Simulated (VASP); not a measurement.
CdS (Hawleyite):

```xyz
2
Lattice="0.0000 2.9165 2.9165 2.9165 0.0000 2.9165 2.9165 2.9165 0.0000" Properties=species:S:1:pos:R:3 pbc="T T T"
Cd    0.0000    0.0000    0.0000
S     4.3748    4.3748    4.3748
```

| Property | Result |
| --- | --- |
| Program | VASP 6.6.1 |
| Task | relaxation of cell and atoms |
| Functional | PBE |
| Potentials or basis | VASP PAW PBE potentials, release 64 (Cd, S) |
| Cutoff | 600 eV |
| k mesh | 8 × 8 × 8 |
| Occupations | fermi-dirac, width 0.05 eV |
| Spin | no spin polarisation |

At the start: pressure 3.2 GPa; volume 24.81 Å³/atom.

**Question.** How do energy, volume and symmetry change on relaxing?

**Answer.** Over 3 steps the energy falls by 12.6 meV/atom and the volume is 26.15 Å³/atom (+5.4 %); space group F-43m (No. 216, to 0.05 Å).

The path:
| step | energy change (eV) | largest force (eV/Å) | pressure (GPa) | volume (Å³) |
| --- | --- | --- | --- | --- |
| 1 | 0.0000 | 0.0000 | 3.18 | 49.62 |
| 2 | -0.0226 | 0.0000 | -0.91 | 53.23 |
| 3 | -0.0253 | 0.0000 | 0.03 | 52.29 |

Final structure:
```
Cd S
1.0
     0.00000    2.96802    2.96802
     2.96802    0.00000    2.96802
     2.96802    2.96802    0.00000
Cd S
1 1
Direct
  0.00000 0.00000 0.00000
  0.75000 0.75000 0.75000
```
